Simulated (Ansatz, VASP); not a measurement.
## One calculation of WSe2, two programs

INCAR

```
SYSTEM = WSe2
ALGO     = Normal         ! electronic algorithm
EDIFF    = 1E-6           ! SCF threshold, eV
ENCUT    = 520            ! plane-wave cutoff, eV
ISIF     = 2              ! what is computed and relaxed
ISMEAR   = 0              ! smearing method
LASPH    = .TRUE.         ! aspherical terms in the spheres
LCHARG   = .TRUE.         ! write CHGCAR
LELF     = .TRUE.         ! ELF
LREAL    = .FALSE.        ! projectors in reciprocal space
LVHAR    = .TRUE.       
LWAVE    = .FALSE.        ! write WAVECAR
NBANDS   = 35             ! bands
NELM     = 100            ! most SCF steps
PREC     = Accurate       ! precision mode
SIGMA    = 0.05           ! smearing width, eV
```

File KPOINTS:

```
k-points
0
G
  9 9 2
  0 0 0
```

File POSCAR:

```
WSe2
1.0
    3.2486079436      0.0000000000      0.0000000000
   -1.6243039718      2.8133770061      0.0000000000
    0.0000000000      0.0000000000     23.6283233151
W Se
2 4
Direct
    0.5504033617      0.3333333333      0.1354666708
    0.4548174089      0.6666666667      0.8645333292
    0.2040471876      0.6666666667      0.2058884835
    0.7861049315      0.3333333333      0.9351101390
    0.2079039722      0.6666666667      0.0648898610
    0.7897902513      0.3333333333      0.7941115165
```

Input for Ansatz:

```yaml
crystal:
  lattice:
    - [3.2486079436, 0.0, 0.0]
    - [-1.6243039718, 2.8133770061, 0.0]
    - [0.0, 0.0, 23.6283233151]
  atoms:
    - { symbol: W, position: [0.5504033617, 0.3333333333, 0.1354666708] }
    - { symbol: W, position: [0.4548174089, 0.6666666667, 0.8645333292] }
    - { symbol: Se, position: [0.2040471876, 0.6666666667, 0.2058884835] }
    - { symbol: Se, position: [0.7861049315, 0.3333333333, 0.935110139] }
    - { symbol: Se, position: [0.2079039722, 0.6666666667, 0.064889861] }
    - { symbol: Se, position: [0.7897902513, 0.3333333333, 0.7941115165] }
basis:
  ecutwfc: 420
kpoints:
  mp_grid: { grid: [9, 9, 2] }
hamiltonian:
  xc: lda
  pseudopotentials: { kind: paw, azcp: { folder: soft_1 } }
scf:
  occupations: { method: gaussian, width: 0.05 }
output:
  forces: true
  stress: true
  eigenvalues: true
```

Change from the starting cell: mode 4 frozen in at -0.400 Å and mode 11 at +0.020 Å (largest displacements).

Alike in both runs: task single point; functional LDA; k mesh 9 × 9 × 2; occupations gaussian, width 0.05 eV; no spin polarisation.

|  | VASP | Ansatz |
| --- | --- | --- |
| version | VASP 6.6.1 | Ansatz 0.2.0 |
| potentials or method | VASP PAW LDA potentials, release 64 (W_sv, Se), cutoff 520 eV | scalar-relativistic, plane waves, PAW |
| valence electrons in the cell | 52 | 92 |

```csv
,VASP,Ansatz,Ansatz less VASP
gap on the k mesh at the Fermi level (eV),1.29,1.30,+0.009
least direct gap on the mesh (eV),1.70,1.69,-0.002
rms of the force components (eV/Å),0.207,0.205,-0.0018
```

Ansatz warns that its potentials were made for another functional, while VASP's fit it. LDA's correlation is that of Perdew and Zunger in VASP and of Perdew and Wang (1992) in Ansatz. Atom by atom the forces differ by 0.049 eV/Å (rms over components). VASP's potentials hold 52 valence electrons a cell and Ansatz's 92, so a difference there can come from the potentials and not from the codes.

Neither program's run includes spin-orbit coupling.
